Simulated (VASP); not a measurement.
A run of VASP 6.6.1 is set up as follows.

INCAR

```
PREC = Accurate
ENCUT = 520
EDIFF = 1E-6
ISMEAR = 0
SIGMA = 0.15
LREAL = F
LASPH = T
NELM = 80
ALGO = Normal
ISIF = 2
LWAVE = F
LCHARG = F
GGA = PE
NBANDS = 14
```

The input KPOINTS:

```
regular mesh
0
Gamma
  22 22 22
```

File POSCAR:

```
HfN
1.0
    0.0638964934      2.2738965619      2.2738965619
    2.3377930553      0.0000000000      2.3377930553
    2.2738965619      2.2738965619      0.0638964934
Hf N
1 1
Direct
    0.0000000000      0.0000000000      0.0000000000
    0.5000000000      0.5000000000      0.5000000000
```

Potentials or basis: VASP PAW PBE potentials, release 64 (Hf_pv, N).

Run with:

```bash
$ cat potpaw_PBE.64/Hf_pv/POTCAR potpaw_PBE.64/N/POTCAR > POTCAR
$ mpirun -np 1 vasp_std > vasp.out
```

(1) What does it give for the pressure?

## Answers

(1) -2.0 GPa.

Caveat: the cell differs from its parent crystal (strain +0.0562 x Voigt [0, 0, 0, 0, 1, 0]).
